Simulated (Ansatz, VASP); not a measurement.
# One calculation of BN, two programs

Contents of INCAR:

```
  PREC = Accurate
  ENCUT = 600
  EDIFF = 1E-6
  ISMEAR = 0
  SIGMA = 0.05
  LREAL = F
  LASPH = T
  NELM = 120
  ALGO = Normal
  ISIF = 2
  LWAVE = F
  LCHARG = F
  GGA = PE
  NBANDS = 11
  GGA_COMPAT = F
```

KPOINTS

```
regular mesh
0
Gamma
  8 8 8
```

POSCAR

```
BN
1.0
    0.0000000000      1.8442538875      1.8442538875
    1.8442538875      0.0000000000      1.8442538875
    1.8442538875      1.8442538875      0.0000000000
B N
1 1
Direct
    0.0000000000      0.0000000000      0.0000000000
    0.2500000000      0.2500000000      0.2500000000
```

Input for Ansatz:

```yaml
crystal:
  lattice:
    - [0.0, 1.8442538875, 1.8442538875]
    - [1.8442538875, 0.0, 1.8442538875]
    - [1.8442538875, 1.8442538875, 0.0]
  atoms:
    - { symbol: B, position: [0.0, 0.0, 0.0] }
    - { symbol: "N", position: [0.25, 0.25, 0.25] }
basis:
  ecutwfc: 420
kpoints:
  mp_grid: { grid: [8, 8, 8] }
hamiltonian:
  xc: pbe
scf:
  occupations: { method: gaussian, width: 0.05 }
output:
  forces: true
  stress: true
  eigenvalues: true
```

Alike in both runs: task single point; functional PBE; k mesh 8 × 8 × 8; occupations gaussian, width 0.05 eV; no spin polarisation.

|  | VASP | Ansatz |
| --- | --- | --- |
| version | VASP 6.6.1 | Ansatz 0.2.0 |
| potentials or method | VASP PAW PBE potentials, release 64 (B, N), cutoff 600 eV | scalar-relativistic, plane waves, PAW |
| valence electrons in the cell | 8 | 8 |

```csv
,VASP,Ansatz,Ansatz less VASP
gap on the k mesh at the Fermi level (eV),4.39,4.40,+0.011
least direct gap on the mesh (eV),8.53,8.54,+0.009
pressure (GPa),-17.8,-17.6,+0.18
```
